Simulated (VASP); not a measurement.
Set up this calculation in VASP 6.6.1, as the native input.

```yaml
Task: single point
Functional: PBEsol
Potentials_or_basis: VASP PAW PBE potentials, release 64 (Al, Se)
Cutoff: 500 eV
k_mesh: 10 × 10 × 10
Occupations: gaussian, width 0.1 eV
Spin: no spin polarisation
Dipole_correction: no
Further_INCAR_settings: ALGO = Normal; EDIFF = 1e-06; NBANDS = 16
```

The structure of Al3Se lies in POSCAR:

```
Al3Se
1.0
    4.3255194695      0.0000000000      0.0000000000
    0.0000000000      4.3255194695      0.0000000000
    0.0000000000      0.0000000000      4.3255194695
Al Se
3 1
Direct
    0.0000000000      0.5000000000      0.5000000000
    0.5000000000      0.0000000000      0.5000000000
    0.5000000000      0.5000000000      0.0000000000
    0.0000000000      0.0000000000      0.0000000000
```

This cell differs from its parent crystal: Ga replaced by Al, lengths x 0.996, strained.

One way to write it, as run:

INCAR

```
PREC = Accurate
ENCUT = 500
EDIFF = 1E-6
ISMEAR = 0
SIGMA = 0.1
LREAL = False
LASPH = True
NELM = 120
ALGO = Normal
ISIF = 2
LWAVE = False
LCHARG = True
GGA = PS
LELF = True
LVHAR = True
NBANDS = 16
GGA_COMPAT = False
```

KPOINTS

```
regular mesh
0
Gamma
  10 10 10
```

Potentials or basis: VASP PAW PBE potentials, release 64 (Al, Se).

Command:

```sh
$ cat potpaw_PBE.64/Al/POTCAR potpaw_PBE.64/Se/POTCAR > POTCAR
$ mpirun -np 1 vasp_std > vasp.out
```

It gave:

The pressure is -4.4 GPa and the band gap on the k mesh is zero (an odd number of electrons rules out a gap without spin polarisation).

Caveat: the cell differs from its parent crystal (Ga replaced by Al, lengths x 0.996, strained); the cell stands under tension; the PAW data sets were made with another functional, which shifts forces and pressure a little.

It took 48 s on 1 thread of AMD EPYC 7R43 64-Core Processor (Zen 3) (shared host), peak memory 0.18 GiB.
